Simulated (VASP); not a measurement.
# Al (Fm-3m) in VASP: settings compared

The runs below take Al through single point, relaxation of cell and atoms, with r2SCAN+D4, PBE, PBEsol, PBE+D3(BJ).

Everything below comes from runs of VASP 6.6.1. Logs are shortened: lines on timing, memory, paths and dates and some standing lists are left out, and cuts for length are marked.

**1. The cell of the first run**

Symmetry: Fm-3m, No. 225, cubic system. The conventional cell has a = 3.979 Å, b = 3.979 Å, c = 3.979 Å, α = 90.00°, β = 90.00°, γ = 90.00°. Within 3.7 Å of Al (site symmetry m-3m) lie 12 Al at 2.81 Å.

**2. Single point, r2SCAN+D4**

Input file POSCAR:

```
Al
1.0
    0.0000000000      1.9892657798      1.9892657798
    1.9892657798      0.0000000000      1.9892657798
    1.9892657798      1.9892657798      0.0000000000
Al
1
Direct
    0.0000000000      0.0000000000      0.0000000000
```

Input file INCAR.step1:

```
PREC = Accurate
ENCUT = 520
ISMEAR = -1
SIGMA = 0.1
LREAL = F
LASPH = T
NELM = 100
NBANDS = 8
GGA = PE
ALGO = Normal
EDIFF = 1E-4
LWAVE = T
LCHARG = F
```

Input file INCAR.step2:

```
PREC = Accurate
ENCUT = 520
EDIFF = 1E-6
ISMEAR = -1
SIGMA = 0.1
LREAL = F
LASPH = T
NELM = 100
ALGO = Normal
ISIF = 2
LWAVE = F
LCHARG = F
METAGGA = R2SCAN
LMIXTAU = T
IVDW = 13
VDW_S6 = 1.0
VDW_S8 = 0.6018749
VDW_A1 = 0.51559235
VDW_A2 = 5.77342911
NBANDS = 8
ISTART = 1
```

Input file KPOINTS:

```
Automatic mesh
0
Gamma
  16 16 16
```

Potentials or basis: VASP PAW PBE potentials, release 64 (Al).

Run with:

```sh
$ cat potpaw_PBE.64/Al/POTCAR > POTCAR
$ cp INCAR.step1 INCAR
$ mpirun -np 1 vasp_std > vasp.out
$ cp INCAR.step2 INCAR
$ mpirun -np 1 vasp_std > vasp.out
```

OUTCAR:

```text
PREC = Accurate
   ENCUT = 520
   EDIFF = 1E-6
   ISMEAR = -1
   LREAL = F
   LASPH = T
   NELM = 100
   ISIF = 2
   METAGGA = R2SCAN
   IVDW = 13
   ISTART = 1

 ion  position               nearest neighbor table
   1  0.000  0.000  0.000-

  LATTYP: Found a face centered cubic cell.
 ALAT       =     3.9785315596

  Lattice vectors:

 A1 = (   0.0000000000,   1.9892657798,   1.9892657798)
 A2 = (   1.9892657798,   0.0000000000,   1.9892657798)
 A3 = (   1.9892657798,   1.9892657798,   0.0000000000)

Analysis of symmetry for initial positions (statically):
=====================================================================
 Subroutine PRICEL returns:
 Original cell was already a primitive cell.

 Routine SETGRP: Setting up the symmetry group for a
 face centered cubic supercell.

 Subroutine GETGRP returns: Found 48 space group operations
 (whereof 48 operations were pure point group operations)
 out of a pool of 48 trial point group operations.

The static configuration has the point symmetry O_h .

Analysis of symmetry for dynamics (positions and initial velocities):
=====================================================================
 Subroutine PRICEL returns:
 Original cell was already a primitive cell.

 Routine SETGRP: Setting up the symmetry group for a
 face centered cubic supercell.

 Subroutine GETGRP returns: Found 48 space group operations
 (whereof 48 operations were pure point group operations)
 out of a pool of 48 trial point group operations.

The dynamic configuration has the point symmetry O_h .

 Subroutine INISYM returns: Found 48 space group operations
 (whereof 48 operations are pure point group operations),
 and found     1 'primitive' translations

----------------------------------------------------------------------------------------

                                     Primitive cell

  volume of cell :      15.7438

  direct lattice vectors                    reciprocal lattice vectors
     0.000000000  1.989265780  1.989265780    -0.251349018  0.251349018  0.251349018
     1.989265780  0.000000000  1.989265780     0.251349018 -0.251349018  0.251349018
     1.989265780  1.989265780  0.000000000     0.251349018  0.251349018 -0.251349018

  length of vectors
     2.813246645  2.813246645  2.813246645     0.435349269  0.435349269  0.435349269

  position of ions in fractional coordinates (direct lattice)
     0.000000000  0.000000000  0.000000000

  ion indices of the primitive-cell ions
   primitive index   ion index
                 1           1

----------------------------------------------------------------------------------------

 KPOINTS: Automatic mesh

Automatic generation of k-mesh.
 Grid dimensions read from file:
 generate k-points for:   16   16   16

 Generating k-lattice:

  Cartesian coordinates                     Fractional coordinates (reciprocal lattice)
    -0.015709314  0.015709314  0.015709314     0.062500000  0.000000000  0.000000000
     0.015709314 -0.015709314  0.015709314     0.000000000  0.062500000  0.000000000
     0.015709314  0.015709314 -0.015709314     0.000000000  0.000000000  0.062500000

  Length of vectors
     0.027209329  0.027209329  0.027209329

  Shift w.r.t. Gamma in fractional coordinates (k-lattice)
     0.000000000  0.000000000  0.000000000

 Subroutine IBZKPT returns following result:
 ===========================================

 Found    145 irreducible k-points:

 Following reciprocal coordinates:
            Coordinates               Weight
  0.000000  0.000000  0.000000      1.000000
  0.062500  0.000000  0.000000      8.000000
  0.125000  0.000000  0.000000      8.000000
  0.187500  0.000000  0.000000      8.000000
  0.250000  0.000000  0.000000      8.000000
  0.312500  0.000000  0.000000      8.000000
[... 16 lines left out ...]
 -0.125000  0.062500  0.000000     24.000000
 -0.062500  0.062500  0.000000     12.000000
 [... further k-points ...]
   k-points           NKPTS =    145   k-points in BZ     NKDIM =    145   number of bands    NBANDS=      8
   number of dos      NEDOS =    301   number of ions     NIONS =      1
   total plane-waves  NPLWV =  13824
   dimension x,y,z NGX =    24 NGY =   24 NGZ =   24
   dimension x,y,z NGXF=    48 NGYF=   48 NGZF=   48
   ions per type =               1
   NGX,Y,Z   is equivalent  to a cutoff of  14.18, 14.18, 14.18 a.u.
   NGXF,Y,Z  is equivalent  to a cutoff of  28.37, 28.37, 28.37 a.u.
 SYSTEM =  unknown system
   PREC   = accura    normal or accurate (medium, high low for compatibility)
   ISTART =      1    job   : 0-new  1-cont  2-samecut
   ICHARG =      0    charge: 1-file 2-atom 10-const
   ISPIN  =      1    spin polarized calculation?
   LNONCOLLINEAR =      F non collinear calculations
   LSORBIT =      F    spin-orbit coupling
   LASPH  =      T    aspherical Exc in radial PAW
   ENCUT  =  520.0 eV  38.22 Ry    6.18 a.u.   5.23  5.23  5.23*2*pi/ulx,y,z
   NELM   =    100;   NELMIN=  2; NELMDL=  0     # of ELM steps
   EDIFF  = 0.1E-05   stopping-criterion for ELM
   LREAL  =      F    real-space projection
   EDIFFG = 0.1E-04   stopping-criterion for IOM
   NSW    =      0    number of steps for IOM
   IBRION =     -1    ionic relax: 0-MD 1-quasi-New 2-CG
   NFREE  =      0    steps in history (QN), initial steepest desc. (CG)
   ISIF   =      2    stress and relaxation
   ISYM   =      2    0-nonsym 1-usesym 2-fastsym
   POTIM  = 0.5000    time-step for ionic-motion
   TEBEG  =    0.0;   TEEND  =   0.0 temperature during run
   PSTRESS=    0.0 pullay stress
   NELECT =       3.0000    total number of electrons
   NUPDOWN=      -1.0000    fix difference up-down
   EMIN   =  10.00;   EMAX   =-10.00  energy-range for DOS
   EFERMI =   0.00;   METHOD = LEGACY
   ISMEAR =    -1;   SIGMA  =   0.10  broadening in eV -4-tet -1-fermi 0-gaus
   EFERMI_NEDOS =   21; number of points for ismear=-14 and -15
   IALGO  =     38    algorithm
   IMIX   =      4    mixing-type and parameters
     AMIX     =   0.40;   BMIX     =  1.00
     AMIX_MAG =   1.60;   BMIX_MAG =  1.00
  volume/ion in A,a.u.               =      15.74       106.24
  Fermi-wavevector in a.u.,A,eV,Ry     =   0.942061  1.780237 12.074888  0.887479
  Thomas-Fermi vector in A             =   2.069634
   LORBIT       =      0    0 simple, 1 ext, 2 COOP (PROOUT), +10 PAW based schemes
   METAGGA = R2SCAN    functional components
   LHFCALC =     F    Hartree Fock is set to
   AEXX    =    0.0000 exact exchange contribution
   IVDW    =    13    specifies the selected vdW correction
   LEPSILON=     F    determine dielectric tensor
   LRPA    =     F    only Hartree local field effects (RPA)
 non-spin polarized calculation
  energy-cutoff  :      520.00
  volume of cell :       15.74
 maximum number of plane-waves:       444
 NGX is ok and might be reduce to    24
   NGX = 11   NGY = 11   NGZ = 11

 number of electron       3.0000000 magnetization

 Free energy of the ion-electron system (eV)
  ---------------------------------------------------
  ext. energy  EPLUGINS =         0.00000000
  ---------------------------------------------------
  free energy    TOTEN  =        -6.74803803 eV

  energy without entropy =       -6.73804659  energy(sigma->0) =       -6.74304231

 E-fermi :   8.5506     XC(G=0): -11.0823

 val. band max:        8.5385260877   @ k =  -0.3125   0.4375   0.1250
 cond. band min:       8.6505490830   @ k =   0.5000   0.2500   0.1250
 fundamental gap:      0.1120229953
 Fermi energy:         8.5505529644

 k-point     1 :       0.0000    0.0000    0.0000
  band No.  band energies     occupation
      1      -3.6617      2.00000
      2      22.1056      0.00000
      3      22.1056      0.00000
      4      22.1056      0.00000
      5      24.3932      0.00000
      6      24.3932      0.00000
      7      24.3932      0.00000
      8      26.2196      0.00000

 k-point     2 :       0.0625    0.0000    0.0000
  band No.  band energies     occupation
      1      -3.5453      2.00000
      2      20.2913      0.00000
      3      21.8014      0.00000
      4      21.8014      0.00000
      5      24.8485      0.00000
      6      24.8838      0.00000
      7      24.8838      0.00000
      8      27.4935      0.00000

 k-point     3 :       0.1250    0.0000    0.0000
  band No.  band energies     occupation
      1      -3.1969      2.00000
      2      17.5750      0.00000
      3      21.2654      0.00000
      4      21.2654      0.00000
      5      24.7391      0.00000
      6      25.9376      0.00000
      7      25.9376      0.00000
      8      27.6902      0.00000

 k-point     4 :       0.1875    0.0000    0.0000
  band No.  band energies     occupation
      1      -2.6181      2.00000
      2      14.8632      0.00000
      3      20.8014      0.00000
      4      20.8014      0.00000
      5      24.4811      0.00000
      6      25.9954      0.00000
      7      25.9954      0.00000
      8      27.6167      0.00000

 k-point     5 :       0.2500    0.0000    0.0000
  band No.  band energies     occupation
      1      -1.8119      2.00000
      2      12.2713      0.00000
      3      20.4883      0.00000
      4      20.4883      0.00000
      5      24.2747      0.00000
      6      24.7295      0.00000
      7      24.7295      0.00000
      8      29.0963      0.00000

 k-point     6 :       0.3125    0.0000    0.0000
  band No.  band energies     occupation
      1      -0.7824      2.00000
      2       9.8373      0.00001
      3      20.3485      0.00000
      4      20.3485      0.00000
      5      23.5593      0.00000
      6      23.5593      0.00000
      7      24.2011      0.00000
      8      27.9286      0.00000

 k-point     7 :       0.3750    0.0000    0.0000
  band No.  band energies     occupation
      1       0.4648      2.00000
      2       7.5811      1.99988
      3      20.3877      0.00000
      4      20.3877      0.00000
      5      22.5672      0.00000
      6      22.5672      0.00000
      7      24.2960      0.00000
      8      26.8905      0.00000
[... 133 lines left out ...]
 k-point    20 :      -0.3125    0.0625    0.0000
  band No.  band energies     occupation
      1      -0.2895      2.00000
      2       9.1538      0.00479
      3      18.2426      0.00000
      4      21.6965      0.00000
      5      22.0292      0.00000
      6      23.5669      0.00000
      7      25.1001      0.00000
      8      28.6292      0.00000

 k-point    21 :      -0.2500    0.0625    0.0000
  band No.  band energies     occupation
      1      -1.3915      2.00000
      2      11.5222      0.00000
      3      18.3400      0.00000
      4      21.8909      0.00000
      5      23.0280      0.00000
      6      24.6377      0.00000
      7      25.1533      0.00000
      8      28.5014      0.00000

 k-point    22 :      -0.1875    0.0625    0.0000
  band No.  band energies     occupation
      1      -2.2720      2.00000
      2      14.0465      0.00000
      3      18.6361      0.00000
      4      22.1057      0.00000
      5      24.3254      0.00000
      6      25.1498      0.00000
      7      26.0397      0.00000
      8      26.8329      0.00000

 k-point    23 :      -0.1250    0.0625    0.0000
  band No.  band energies     occupation
      1      -2.9265      2.00000
      2      16.6726      0.00000
      3      19.1434      0.00000
      4      22.3833      0.00000
      5      25.2207      0.00000
      6      25.3395      0.00000
      7      26.0403      0.00000
      8      27.0325      0.00000

 k-point    24 :      -0.0625    0.0625    0.0000
  band No.  band energies     occupation
      1      -3.3517      2.00000
      2      19.0967      0.00000
      3      20.0521      0.00000
      4      22.4073      0.00000
      5      24.6058      0.00000
      6      25.2853      0.00000
      7      25.9521      0.00000
      8      27.4956      0.00000

 [... further k-points ...]

------------------------ aborting loop because EDIFF is reached ----------------------------------------

  DFT-D4 for vdW energy calculation

  Edisp (eV):   -0.12342

  FORCE on cell =-STRESS in cart. coord.  units (eV):
  Direction    XX          YY          ZZ          XY          YZ          ZX
  --------------------------------------------------------------------------------------
  -------------------------------------------------------------------------------------
  Total      -0.03227    -0.03227    -0.03227    -0.00000    -0.00000     0.00000
  in kB      -3.28394    -3.28394    -3.28394    -0.00000    -0.00000     0.00000
  external pressure =       -3.28 kB  Pullay stress =        0.00 kB

 VOLUME and BASIS-vectors are now :
 -----------------------------------------------------------------------------
  energy-cutoff  :      520.00
  volume of cell :       15.74
      direct lattice vectors                 reciprocal lattice vectors
     0.000000000  1.989265780  1.989265780    -0.251349018  0.251349018  0.251349018
     1.989265780  0.000000000  1.989265780     0.251349018 -0.251349018  0.251349018
     1.989265780  1.989265780  0.000000000     0.251349018  0.251349018 -0.251349018

 POSITION                                       TOTAL-FORCE (eV/Angst)
 -----------------------------------------------------------------------------------
      0.00000      0.00000      0.00000        -0.000000     -0.000000      0.000000
 -----------------------------------------------------------------------------------
    total drift:                                0.000000      0.000000      0.000000

  FREE ENERGIE OF THE ION-ELECTRON SYSTEM (eV)
  ---------------------------------------------------
  free  energy   TOTEN  =        -6.8714581763 eV

  energy  without entropy=       -6.8614667386  energy(sigma->0) =       -6.86646246
```

Run time: 41 s. Hardware: 1 thread of Intel Xeon Platinum 8259CL at 2.50GHz (Skylake/Cascade Lake), shared host; peak memory 0.14 GiB.

Results:

| Property | Result |
| --- | --- |
| Free energy | -6.8715 eV |
| Pressure | -0.3 GPa |
| Dispersion energy per atom | -0.123 eV |

Levels at points of the mesh, in eV from the Fermi level:
| k point | band 1 | band 2 | band 3 | band 4 |
| --- | --- | --- | --- | --- |
| (0.00, 0.00, 0.00) | -12.21 | 13.56 | 13.56 | 13.56 |
| (0.50, 0.00, 0.00) | -5.23 | -4.63 | 12.27 | 12.27 |
| (0.50, 0.50, 0.00) | -3.31 | -1.71 | 5.44 | 6.20 |

Caveat: the PAW data sets were made with another functional, which shifts forces and pressure a little; pairwise dispersion overbinds metals, which lowers pressure and volume.

**3. Relaxation of cell and atoms, PBE**

This run uses another cell than the first one, of 16.60 Å³/atom, 1.055 times its volume.

Input file INCAR:

```
SYSTEM = Al
PREC = Accurate
ENCUT = 600
EDIFF = 1E-7
ISMEAR = -1
SIGMA = 0.1
LREAL = .FALSE.
LASPH = .TRUE.
NELM = 60
ALGO = Normal
ISIF = 3
LWAVE = .FALSE.
LCHARG = .FALSE.
GGA = PE
IBRION = 2
NSW = 80
EDIFFG = -0.005
```

Input file KPOINTS:

```
Automatic mesh
0
G
  16 16 16
  0 0 0
```

Input file POSCAR:

```
Al
1.0
    0.0000000000      2.0248050000      2.0248050000
    2.0248050000      0.0000000000      2.0248050000
    2.0248050000      2.0248050000      0.0000000000
Al
1
Direct
    0.0000000000      0.0000000000      0.0000000000
```

Potentials or basis: VASP PAW PBE potentials, release 64 (Al).

Run with:

```sh
$ cat potpaw_PBE.64/Al/POTCAR > POTCAR
$ mpirun -np 1 vasp_std > vasp.out
```

OUTCAR:

```text
SYSTEM = Al
   PREC = Accurate
   ENCUT = 600
   EDIFF = 1E-7
   ISMEAR = -1
   LREAL = .FALSE.
   LASPH = .TRUE.
   NELM = 60
   ISIF = 3
   GGA = PE
   IBRION = 2
   NSW = 80
   EDIFFG = -0.005

 ion  position               nearest neighbor table
   1  0.000  0.000  0.000-

  LATTYP: Found a face centered cubic cell.
 ALAT       =     4.0496100000

  Lattice vectors:

 A1 = (   0.0000000000,   2.0248050000,   2.0248050000)
 A2 = (   2.0248050000,   0.0000000000,   2.0248050000)
 A3 = (   2.0248050000,   2.0248050000,   0.0000000000)

Analysis of symmetry for initial positions (statically):
=====================================================================
 Subroutine PRICEL returns:
 Original cell was already a primitive cell.

 Routine SETGRP: Setting up the symmetry group for a
 face centered cubic supercell.

 Subroutine GETGRP returns: Found 48 space group operations
 (whereof 48 operations were pure point group operations)
 out of a pool of 48 trial point group operations.

The static configuration has the point symmetry O_h .

Analysis of symmetry for dynamics (positions and initial velocities):
[... 161 lines left out ...]
  FORCE on cell =-STRESS in cart. coord.  units (eV):
  Direction    XX          YY          ZZ          XY          YZ          ZX
  --------------------------------------------------------------------------------------
  -------------------------------------------------------------------------------------
  Total       -0.0536518     -0.0536518     -0.0536518      0.0000000     -0.0000000     -0.0000000
  in kB       -5.1774452     -5.1774452     -5.1774452      0.0000000     -0.0000000     -0.0000000
  external PRESSURE =      -5.1774452 kB  Pullay stress =       0.0000000 kB
[... 57 lines left out ...]
--------------------------------------- Ionic step        3  -------------------------------------------

 number of electron       3.0000000 magnetization

 Free energy of the ion-electron system (eV)
  ---------------------------------------------------
  ext. energy  EPLUGINS =         0.00000000
  ---------------------------------------------------
  free energy    TOTEN  =        -3.75669253 eV

  energy without entropy =       -3.74543475  energy(sigma->0) =       -3.75106364

 E-fermi :   8.0391     XC(G=0): -10.1988

 val. band max:        8.0091875407   @ k =  -0.2500   0.3125   0.1250
 cond. band min:       8.1239982986   @ k =   0.4375   0.4375   0.0000
 fundamental gap:      0.1148107579
 Fermi energy:         8.0390945958

 k-point     1 :       0.0000    0.0000    0.0000
  band No.  band energies     occupation
      1      -3.1325      2.00000
      2      20.6281      0.00000
      3      20.6281      0.00000
      4      20.6281      0.00000
      5      22.1243      0.00000
[... 177 lines left out ...]
 k-point    24 :      -0.0625    0.0625    0.0000
  band No.  band energies     occupation
      1      -2.8494      2.00000
      2      17.7686      0.00000
      3      18.5112      0.00000
      4      20.9036      0.00000
      5      22.2984      0.00000

 [... further k-points ...]
[... 5 lines left out ...]
  --------------------------------------------------------------------------------------
  -------------------------------------------------------------------------------------
  Total        0.0001847      0.0001847      0.0001847     -0.0000000     -0.0000000      0.0000000
  in kB        0.0179456      0.0179456      0.0179456     -0.0000000     -0.0000000      0.0000000
  external PRESSURE =       0.0179456 kB  Pullay stress =       0.0000000 kB
[... 16 lines left out ...]
  FREE ENERGIE OF THE ION-ELECTRON SYSTEM (eV)
  ---------------------------------------------------
  free  energy   TOTEN  =        -3.7566925251 eV

  energy  without entropy=       -3.7454347472  energy(sigma->0) =       -3.75106364

 reached required accuracy - stopping structural energy minimisation
```

Wall time 13 s (1 thread of Intel Xeon Platinum 8259CL at 2.50GHz (Skylake/Cascade Lake), shared host); peak memory 0.14 GiB.

Results:

| Item | Value |
| --- | --- |
| Free energy | -3.7567 eV |
| Relaxed volume | 16.49 Å³/atom |
| Relaxed cell | a = 2.857 Å, b = 2.857 Å, c = 2.857 Å, α = 60.00°, β = 60.00°, γ = 60.00° |
| Space group after relaxing (to 0.05 Å) | Fm-3m (No. 225) |
| Energy gained by relaxing | 0.2 meV/atom |
| Ionic steps | 3 |
| Pressure after relaxing | 0.0 GPa |

The path:
```
step  energy change (eV)  largest force (eV/Å)  pressure (GPa)  volume (Å³)
   1              0.0000                0.0000           -0.52        16.60
   2             -0.0002                0.0000            0.08        16.47
   3             -0.0002                0.0000            0.00        16.49
```

Final structure:
```
Al
1.0
     0.00000    2.02024    2.02024
     2.02024    0.00000    2.02024
     2.02024    2.02024    0.00000
Al
1
Direct
  0.00000 0.00000 0.00000
```

[end of part 1 of 2]
